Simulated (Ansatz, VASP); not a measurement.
# HfSiO4 in VASP and in Ansatz

INCAR

```
SYSTEM = HfSiO4
PREC = Accurate
ENCUT = 600
EDIFF = 1E-7
ISMEAR = 0
SIGMA = 0.1
LREAL = .False.
LASPH = .True.
NELM = 120
ALGO = Normal
ISIF = 3
LWAVE = .False.
LCHARG = .False.
GGA = PE
IBRION = 2
NSW = 90
EDIFFG = -0.04
GGA_COMPAT = .False.
NELMIN = 4
```

KPOINTS

```
Automatic mesh
0
Gamma
  4 4 6
  0 0 0
```

POSCAR

```
HfSiO4
1.0
    3.3543513700     -3.3543513700      0.0000000000
    3.3543513700      3.3543513700      0.0000000000
    0.0000000000      0.0000000000      3.1589586700
Hf Si O
1 1 4
Direct
    0.5000000000      0.5000000000      0.5000000000
    0.0000000000      0.0000000000      0.0000000000
    0.1949551200      0.1949551200      0.5000000000
    0.6949551200      0.3050448800      0.0000000000
    0.3050448800      0.6949551200      0.0000000000
    0.8050448800      0.8050448800      0.5000000000
```

Input for Ansatz:

```yaml
crystal:
  lattice:
    - [3.35435137, -3.35435137, 0.0]
    - [3.35435137, 3.35435137, 0.0]
    - [0.0, 0.0, 3.15895867]
  atoms:
    - { symbol: Hf, position: [0.5, 0.5, 0.5] }
    - { symbol: Si, position: [0.0, 0.0, 0.0] }
    - { symbol: O, position: [0.19495512, 0.19495512, 0.5] }
    - { symbol: O, position: [0.69495512, 0.30504488, 0.0] }
    - { symbol: O, position: [0.30504488, 0.69495512, 0.0] }
    - { symbol: O, position: [0.80504488, 0.80504488, 0.5] }
basis:
  ecutwfc: 420
kpoints:
  mp_grid: { grid: [4, 4, 6] }
hamiltonian:
  xc: pbe
scf:
  occupations: { method: gaussian, width: 0.1 }
  lower_state_search: "off"
output:
  forces: true
  stress: true
  eigenvalues: true
relax:
  adjacent_minimum: "off"
  f_tol: 0.04
  max_steps: 70
  cell: { stress_tol: 0.4 }
```

Alike in both runs: task relaxation of cell and atoms; functional PBE; k mesh 4 × 4 × 6; occupations gaussian, width 0.1 eV; no spin polarisation.

|  | VASP | Ansatz |
| --- | --- | --- |
| version | VASP 6.6.1 | Ansatz 0.2.0 |
| potentials or method | VASP PAW PBE potentials, release 64 (Hf_pv, Si, O), cutoff 600 eV | scalar-relativistic, plane waves, PAW |
| valence electrons in the cell | 38 | 54 |

```tsv
	VASP	Ansatz	Ansatz less VASP
gap on the k mesh at the Fermi level, each at its own relaxed structure (eV)	1.84	1.81	-0.023
relaxed volume (Å³/atom)	10.35	10.42	+0.064
relaxed cell length with the largest relative difference (Å)	4.574	4.585	+0.0111
```

VASP's potentials hold 38 valence electrons a cell and Ansatz's 54, so a difference there can come from the potentials and not from the codes.

Spin-orbit coupling is off throughout.
